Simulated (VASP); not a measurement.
# PN: single point with PBE+D3(BJ)

The system is PN.

```
P N
1.0
     0.00000    2.15643    2.15643
     2.15643    0.00000    2.15643
     2.15643    2.15643    0.00000
P N
1 1
Direct
  0.00000 0.00000 0.00000
  0.50000 0.50000 0.50000
```

```json
{
  "Program": "VASP 6.6.1",
  "Task": "single point",
  "Functional": "PBE",
  "Dispersion": "D3(BJ)",
  "Potentials or basis": "VASP PAW PBE potentials, release 64 (P, N)",
  "Cutoff": "520 eV",
  "k mesh": "12 × 12 × 12",
  "Occupations": "gaussian, width 0.02 eV",
  "Spin": "no spin polarisation",
  "Dipole correction": "no",
  "Further INCAR settings": "ALGO = Normal; EDIFF = 1e-06; NBANDS = 12"
}
```

```yaml
Pressure: -0.4 GPa
Band_gap_on_the_k_mesh: 0.19 eV, indirect (least direct gap 0.48 eV)
Dispersion_energy_per_atom: -0.329 eV
```

Levels at points of the mesh, in eV from the valence-band top:
```tsv
k point	band 2	band 3	band 4	band 5	band 6	band 7	band 8	band 9
(0.00, 0.00, 0.00)	-4.61	-3.72	-3.72	-3.72	5.25	5.25	5.25	7.73
(0.50, 0.00, 0.00)	-13.55	-3.78	-3.78	-0.56	0.62	0.62	1.64	9.90
(0.50, 0.50, 0.00)	-10.48	-8.22	-6.62	-6.62	2.44	6.38	6.38	6.71
```

Wall time 17 s on 1 thread of Intel Xeon 6975P-C (shared host), peak memory 0.15 GiB.

A k mesh can miss the band edges.
